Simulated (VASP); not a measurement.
# Pd: relaxation of cell and atoms with PBEsol

Pd:

```xyz
4
Lattice="2.7500 0.0000 0.0000 -1.3750 2.3815 0.0000 0.0000 0.0000 9.0777" Properties=species:S:1:pos:R:3 pbc="T T T"
Pd    0.0000    0.0000    0.0000
Pd    0.0000    1.5877    2.2694
Pd    0.0000    0.0000    4.5389
Pd    1.3750    0.7938    6.8083
```

This isn't the form of Pd at room conditions, which is fcc.

```json
{
  "Program": "VASP 6.6.1",
  "Task": "relaxation of cell and atoms",
  "Functional": "PBEsol",
  "Potentials or basis": "VASP PAW PBE potentials, release 64 (Pd)",
  "Cutoff": "600 eV",
  "k mesh": "18 × 18 × 6",
  "Occupations": "gaussian, width 0.1 eV",
  "Spin": "no spin polarisation",
  "Target pressure": "-2 GPa",
  "Dipole correction": "no",
  "Further INCAR settings": "ALGO = Fast; EDIFF = 1e-06; IBRION = 2; EDIFFG = -0.008; NSW = 70; ISIF = 3"
}
```

```yaml
Relaxed_volume: 14.70 Å³/atom
Relaxed_cell: a = 2.740 Å, b = 2.740 Å, c = 9.045 Å, α = 90.00°, β = 90.00°, γ = 120.00°
Space_group_after_relaxing_to_0.1_Å: P6_3/mmc (No. 194)
Energy_change_on_relaxing_the_run_minimises_the_enthalpy: -3.1 meV/atom
Ionic_steps: 3
Pressure_after_relaxing: -2.0 GPa
```

Step by step:
```csv
step,energy change (eV),largest force (eV/Å),pressure (GPa),volume (Å³)
1,0.0000,0.0000,-4.07,59.45
2,-0.0143,0.0000,1.46,57.82
3,-0.0123,0.0000,-1.96,58.80
```

Final structure:
```yaml
crystal:
  lattice:
    - [2.73984, 0.00000, 0.00000]
    - [-1.36992, 2.37277, 0.00000]
    - [0.00000, 0.00000, 9.04504]
  atoms:
    - { symbol: Pd, position: [0.00000, 0.00000, 0.00000] }
    - { symbol: Pd, position: [0.33333, 0.66667, 0.25000] }
    - { symbol: Pd, position: [0.00000, 0.00000, 0.50000] }
    - { symbol: Pd, position: [0.66667, 0.33333, 0.75000] }
```

Levels at points of the mesh, in eV from the Fermi level:
```
           k point  band 18  band 19  band 20  band 21  band 22  band 23
(0.00, 0.00, 0.00)    -1.07    -1.07    -0.71    -0.71    -0.13    -0.13
(0.50, 0.00, 0.00)     0.18     0.20     0.21     1.36     2.31     3.70
(0.00, 0.00, 0.50)    -1.31    -1.04    -1.04    -0.38    -0.38    -0.38
(0.50, 0.00, 0.50)     0.02     0.18     0.18     2.43     2.43     3.81
```

It took 5 min on 1 thread of AMD EPYC 9R45 96-Core Processor (Zen 5), with other jobs on the host, peak memory 0.33 GiB.

Caveat: the cell is relaxed towards a set pressure, so the run minimises the enthalpy, not the energy; the highest band is partly filled, so the run has too few bands; the PAW data sets were made with another functional, which shifts forces and pressure a little.
